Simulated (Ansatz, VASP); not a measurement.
# One calculation of Hf, two programs

INCAR

```
SYSTEM = Hf
ALGO = Normal ; EDIFF = 1E-7
ENCUT = 520 ; GGA = RP
ISIF = 2 ; ISMEAR = -1
LASPH = .True. ; LCHARG = .False.
LREAL = .False. ; LWAVE = .False.
NBANDS = 17 ; NELM = 100
PREC = Accurate ; SIGMA = 0.1
```

KPOINTS

```
k-points
0
Gamma
  12 12 11
  0 0 0
```

POSCAR

```
Hf
1.0
   -3.3846257184      3.8454646379      1.5047332103
    3.8454646379     -3.3846257184      1.5047332103
    2.1519282362      2.1519282362     -0.6607058852
Hf
2
Direct
    0.0203994554      0.9796005446      0.0000000000
    0.7296005446      0.2703994554      0.5000000000
```

Input for Ansatz:

```yaml
crystal:
  lattice:
    - [-3.3846257184, 3.8454646379, 1.5047332103]
    - [3.8454646379, -3.3846257184, 1.5047332103]
    - [2.1519282362, 2.1519282362, -0.6607058852]
  atoms:
    - { symbol: Hf, position: [0.0203994554, 0.9796005446, 0.0] }
    - { symbol: Hf, position: [0.7296005446, 0.2703994554, 0.5] }
hamiltonian:
  xc: rpbe
  pseudopotentials:
    kind: paw
    azcp:
      Hf: "pseudopotentials/Hf.paw.azcp"
basis:
  ecutwfc: 420
  fft_grid_basis: typed
kpoints:
  mp_grid: { grid: [12, 12, 11], shift: [0, 0, 0] }
magnetization:
  spin_polarized: false
scf:
  occupations: { method: fermi_dirac, width: 0.1 }
  lower_state_search: "off"
output:
  stress: true
```

Alike in both runs: task single point; functional RPBE; k mesh 12 × 12 × 11; occupations fermi-dirac, width 0.1 eV; no spin polarisation.

|  | VASP | Ansatz |
| --- | --- | --- |
| version | VASP 6.6.1 | Ansatz 0.2.0 |
| potentials or method | VASP PAW PBE potentials, release 64 (Hf_pv), cutoff 520 eV | plane waves (420 eV) with PAW, scalar-relativistic |
| valence electrons in the cell | 20 | 52 |

|  | VASP | Ansatz | Ansatz less VASP |
| --- | --- | --- | --- |
| pressure (GPa) | -0.5 | -0.1 | +0.45 |
| traceless stress, the component that is largest in VASP (GPa) | 0.05 | 0.04 | -0.018 |

VASP's potentials were made for PBE, not for RPBE. VASP's potentials hold 20 valence electrons a cell and Ansatz's 52, so a difference there can come from the potentials and not from the codes.

Neither program's run includes spin-orbit coupling.
